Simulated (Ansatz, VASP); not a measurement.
## Two plane-wave programs on KTaO3

Contents of INCAR:

```
SYSTEM = KTaO3
PREC = Accurate
ENCUT = 520
EDIFF = 1E-6
ISMEAR = 0
SIGMA = 0.02
LREAL = .False.
LASPH = .True.
NELM = 60
ALGO = Normal
ISIF = 2
LWAVE = .False.
LCHARG = .False.
GGA = PS
NBANDS = 27
```

Contents of KPOINTS:

```
Automatic mesh
0
Gamma
  8 8 8
  0 0 0
```

The input POSCAR:

```
KTaO3
1.0
    3.9258277923      0.0000000000      0.0000000000
    0.0000000000      3.9258277923      0.0000000000
    0.0000000000      0.0000000000      3.9258277923
K Ta O
1 1 3
Direct
    0.5000000000      0.5000000000      0.5000000000
    0.0000000000      0.0000000000      0.0000000000
    0.0000000000      0.5000000000      0.0000000000
    0.0000000000      0.0000000000      0.5000000000
    0.5000000000      0.0000000000      0.0000000000
```

Input for Ansatz:

```yaml
crystal:
  lattice:
    - [3.9258277923, 0.0, 0.0]
    - [0.0, 3.9258277923, 0.0]
    - [0.0, 0.0, 3.9258277923]
  atoms:
    - { symbol: K, position: [0.5, 0.5, 0.5] }
    - { symbol: Ta, position: [0.0, 0.0, 0.0] }
    - { symbol: O, position: [0.0, 0.5, 0.0] }
    - { symbol: O, position: [0.0, 0.0, 0.5] }
    - { symbol: O, position: [0.5, 0.0, 0.0] }
basis:
  ecutwfc: 420
kpoints:
  mp_grid: { grid: [8, 8, 8] }
hamiltonian:
  xc: pbesol
scf:
  occupations: { method: gaussian, width: 0.02 }
output:
  forces: true
  stress: true
  eigenvalues: true
```

Change from the starting cell: equal strain along all axes, cell held, atoms relaxed: -1.5 %.

Alike in both runs: task single point; functional PBEsol; k mesh 8 × 8 × 8; occupations gaussian, width 0.02 eV; no spin polarisation.

|  | VASP | Ansatz |
| --- | --- | --- |
| version | VASP 6.6.1 | Ansatz 0.2.0 |
| potentials or method | VASP PAW PBE potentials, release 64 (K_sv, Ta_pv, O), cutoff 520 eV | scalar-relativistic, plane waves, PAW |
| valence electrons in the cell | 38 | 40 |

VASP gave:

- gap on the k mesh at the Fermi level (eV): 2.18
- least direct gap on the mesh (eV): 2.77
- pressure (GPa): 11.1

What did Ansatz give for the same quantities?

gap on the k mesh at the Fermi level (eV): 2.23; least direct gap on the mesh (eV): 2.81; pressure (GPa): 10.1.

VASP's potentials were made for PBE, not for PBEsol. VASP's potentials hold 38 valence electrons a cell and Ansatz's 40, so a difference there can come from the potentials and not from the codes.

Spin-orbit coupling is off throughout.
